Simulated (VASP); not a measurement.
**MgS: single point with PBEsol**

The system is MgS.

```
Mg S
1.0
     2.64278    2.64278    0.00000
    -2.64278    2.64278    0.00000
     0.00000    2.64278    2.55987
Mg S
1 1
Cartesian
  0.0000 0.0000 0.0000
  0.0000 2.6428 0.0000
```

This cell differs from its parent crystal: in-plane strain +0.02.

```json
{
  "Program": "VASP 6.6.1",
  "Task": "single point",
  "Functional": "PBEsol",
  "Potentials or basis": "VASP PAW PBE potentials, release 64 (Mg, S)",
  "Cutoff": "520 eV",
  "k mesh": "8 × 8 × 8",
  "Occupations": "gaussian, width 0.01 eV",
  "Spin": "no spin polarisation",
  "Dipole correction": "no",
  "Further INCAR settings": "ALGO = Normal; EDIFF = 1e-06; NBANDS = 11"
}
```

* Pressure: -2.1 GPa
* Band gap on the k mesh: 2.53 eV, indirect (least direct gap 3.43 eV)

Stress tensor (GPa, compression positive):
```
-3.15  0.00  0.00
 0.00 -3.15  0.00
 0.00  0.00  0.05
```

Levels at points of the mesh, in eV from the valence-band top:
| k point | band 2 | band 3 | band 4 | band 5 | band 6 | band 7 |
| --- | --- | --- | --- | --- | --- | --- |
| (0.00, 0.00, 0.00) | -0.15 | 0.00 | 0.00 | 3.43 | 7.71 | 7.71 |
| (0.50, 0.00, 0.00) | -4.86 | -0.67 | -0.59 | 4.32 | 6.59 | 6.96 |
| (0.50, 0.50, 0.00) | -4.24 | -1.81 | -1.54 | 2.69 | 4.28 | 11.56 |
| (0.00, 0.00, 0.50) | -4.20 | -1.81 | -1.81 | 2.53 | 4.16 | 11.89 |

Run time: 11 s on 1 thread of Intel(R) Xeon(R) Platinum 8488C (Sapphire Rapids), with other jobs on the host, peak memory 0.16 GiB.

Caveat: the cell differs from its parent crystal (in-plane strain +0.02); the PAW data sets were made with another functional, which shifts forces and pressure a little. A k mesh can miss the band edges.
